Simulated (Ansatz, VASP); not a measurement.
## One calculation of BN, two programs

File INCAR:

```
SYSTEM = BN
  ALGO = Normal
  EDIFF = 1E-6
  ENCUT = 520
  GGA = PE
  ISIF = 2
  ISMEAR = 0
  IVDW = 12
  LASPH = .True.
  LCHARG = .False.
  LREAL = .False.
  LWAVE = .False.
  NBANDS = 16
  NELM = 60
  PREC = Accurate
  SIGMA = 0.05
```

KPOINTS

```
k-points
0
Gamma
  12 12 4
  0 0 0
```

File POSCAR:

```
BN
1.0
    2.3059230574      0.0000000000      0.0000000000
   -1.1529615287      1.9969879469      0.0000000000
    0.0000000000      0.0000000000      6.0874991034
B N
2 2
Direct
    0.3333333333      0.6666666667      0.2500000000
    0.6666666667      0.3333333333      0.7500000000
    0.3333333333      0.6666666667      0.7500000000
    0.6666666667      0.3333333333      0.2500000000
```

Input for Ansatz:

```yaml
crystal:
  lattice:
    - [2.3059230574, 0.0, 0.0]
    - [-1.1529615287, 1.9969879469, 0.0]
    - [0.0, 0.0, 6.0874991034]
  atoms:
    - { symbol: B, position: [0.3333333333, 0.6666666667, 0.25] }
    - { symbol: B, position: [0.6666666667, 0.3333333333, 0.75] }
    - { symbol: "N", position: [0.3333333333, 0.6666666667, 0.75] }
    - { symbol: "N", position: [0.6666666667, 0.3333333333, 0.25] }
basis:
  ecutwfc: 420
kpoints:
  mp_grid: { grid: [12, 12, 4] }
hamiltonian:
  xc: pbe
  dispersion: d3bj
scf:
  occupations: { method: gaussian, width: 0.05 }
output:
  forces: true
  stress: true
  eigenvalues: true
```

Change from the starting cell: strain -0.080 along x and y, -0.080 along z, atoms carried along.

Alike in both runs: task single point; functional PBE; dispersion D3(BJ); k mesh 12 × 12 × 4; occupations gaussian, width 0.05 eV; no spin polarisation.

|  | VASP | Ansatz |
| --- | --- | --- |
| version | VASP 6.6.1 | Ansatz 0.2.0 |
| potentials or method | VASP PAW PBE potentials, release 64 (B, N), cutoff 520 eV | scalar-relativistic, plane waves, PAW |
| valence electrons in the cell | 16 | 16 |

|  | VASP | Ansatz | Ansatz less VASP |
| --- | --- | --- | --- |
| gap on the k mesh at the Fermi level (eV) | 4.46 | 4.48 | +0.014 |
| least direct gap on the mesh (eV) | 4.99 | 5.01 | +0.015 |
| pressure (GPa) | 94.9 | 94.7 | -0.14 |
| traceless stress, the component that is largest in VASP (GPa) | -90.80 | -90.39 | +0.419 |

Both programs put the cell under a high pressure, so it lies far from rest at this level.

Noted on VASP's run: the cell as given lies far from equilibrium.
